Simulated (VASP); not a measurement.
Write the native input for VASP 6.6.1 that does the following.

```
Task                   : single point
Functional             : PBE
Potentials or basis    : VASP PAW PBE potentials, release 64 (Sr_sv)
Cutoff                 : 520 eV
k mesh                 : 15 × 15 × 15
Occupations            : fermi-dirac, width 0.05 eV
Spin                   : no spin polarisation
Dipole correction      : no
Further INCAR settings : ALGO = Normal; EDIFF = 1e-06; NBANDS = 11
```

The structure of Sr lies in POSCAR:

```
Sr
1.0
   -1.8149733021      1.8149733021      1.8149733021
    1.8149733021     -1.8149733021      1.8149733021
    1.8149733021      1.8149733021     -1.8149733021
Sr
1
Direct
    0.0000000000      0.0000000000      0.0000000000
```

This isn't the form of Sr at room conditions, which is fcc.

These files were run (other wordings do the same):

INCAR

```
ALGO = Normal ; EDIFF = 1E-6
ENCUT = 520 ; GGA = PE
ISIF = 2 ; ISMEAR = -1
LASPH = T ; LCHARG = F
LREAL = F ; LWAVE = F
NBANDS = 11 ; NELM = 60
PREC = Accurate ; SIGMA = 0.05
```

KPOINTS

```
k-points
0
Gamma
  15 15 15
```

Potentials or basis: VASP PAW PBE potentials, release 64 (Sr_sv).

Command:

```sh
$ cat potpaw_PBE.64/Sr_sv/POTCAR > POTCAR
$ mpirun -np 1 vasp_std > vasp.out
```

It gave:

```json
{
 "Pressure": "33.4 GPa",
 "Band gap on the k mesh": "zero (bands 5 and 6 overlap by 2.96 eV)"
}
```

Caveat: the cell stands under pressure.

Wall time 7.3 s on 1 thread of Intel(R) Xeon(R) 6975P-C (Granite Rapids), with other jobs on the host, peak memory 0.16 GiB.
